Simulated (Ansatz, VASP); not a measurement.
**Two plane-wave programs on Lu2AsP**

```xyz
4
Lattice="3.9608 0.0000 0.0000 0.0000 3.9608 0.0000 0.0000 0.0000 5.5975" Properties=species:S:1:pos:R:3 pbc="T T T"
P     0.0000    0.0000    0.0000
Lu    0.0000    0.0000    2.7987
Lu    1.9804    1.9804    0.0000
As    1.9804    1.9804    2.7987
```

Alike in both runs: task single point; functional r2SCAN; k mesh 6 × 6 × 6; occupations fermi-dirac, width 0.02 eV; no spin polarisation.

```csv
,VASP,Ansatz
version,VASP 6.6.1,Ansatz 0.2.0
potentials or method,"VASP PAW PBE potentials, release 64 (P, Lu, As)","plane waves, PAW"
plane-wave cutoff (eV),520,500
valence electrons in the cell,60,70
```

Ansatz gave:

| Property | Result |
| --- | --- |
| pressure (GPa) | -0.1 |

What did VASP give for the same quantities?

Pressure (GPa): 0.3.

VASP's potentials were made for PBE, not for r2SCAN. VASP's potentials hold 60 valence electrons a cell and Ansatz's 70, so a difference there can come from the potentials and not from the codes.

Neither program's run includes spin-orbit coupling.
